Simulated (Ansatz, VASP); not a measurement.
Two plane-wave programs on V

```
V
1.0
     0.00000    1.89500    1.89500
     1.89500    0.00000    1.89500
     1.89500    1.89500    0.00000
V
1
Cartesian
  0.0000 0.0000 0.0000
```

Alike in both runs: functional r2SCAN; dispersion rVV10; k mesh 12 × 12 × 12; occupations fermi-dirac, width 0.1 eV; collinear spin; Hubbard terms V d U = 5.3 eV.

|  | VASP | Ansatz |
| --- | --- | --- |
| version | VASP 6.6.1 | Ansatz 0.2.0 |
| potentials or method | VASP PAW PBE potentials, release 64 (V_sv) | Ansatz PAW earlier set |
| plane-wave cutoff (eV) | 520 | 840 |
| valence electrons in the cell | 13 | 13 |
| task | single point | band structure |

VASP gave:

* net moment per atom (μB): 2.98
* size of the moment on the site where the two differ most (μB): 2.70

Problem. Which values does Ansatz return?

Solution. net moment per atom (μB): 4.00; size of the moment on the site where the two differ most (μB): 3.30.

The net moments are unlike, so the other rows may belong to different states. VASP's potentials were made for PBE, not for r2SCAN. Site moments also hang on the region over which each program counts them. The programs project onto different local orbitals, so the same U acts differently, and such runs can settle in different states.

Noted on Ansatz's run: the magnetic or orbital state may not be the lowest.
